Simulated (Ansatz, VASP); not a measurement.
Two plane-wave programs on LiH

```xyz
2
Lattice="0.0000 2.0365 2.0365 2.0365 0.0000 2.0365 2.0365 2.0365 0.0000" Properties=species:S:1:pos:R:3 pbc="T T T"
Li    0.0000    0.0000    0.0000
H     2.0365    2.0365    2.0365
```

Alike in both runs: task single point; functional HSE06; k mesh 4 × 4 × 4; occupations fermi-dirac, width 0.05 eV; no spin polarisation.

|  | VASP | Ansatz |
| --- | --- | --- |
| version | VASP 6.6.1 | Ansatz 0.2.0 development build |
| potentials or method | VASP PAW PBE potentials, release 64 (Li_sv, H) | plane waves, PAW datasets (generated soft set 1) |
| plane-wave cutoff (eV) | 520 | 420 |
| valence electrons in the cell | 4 | 4 |

```tsv
	VASP	Ansatz	Ansatz less VASP
gap on the k mesh at the Fermi level (eV)	4.02	4.02	-0.005
```

The functional is the same, so the differences come from potentials, cutoffs and numerics. Ansatz's warnings: stress exchange threshold loose, stress scf threshold loose.

The k mesh is coarse, so the values compare programs but aren't converged. Noted on VASP's run: the cutoff is short for stress, so the pressure is rough.
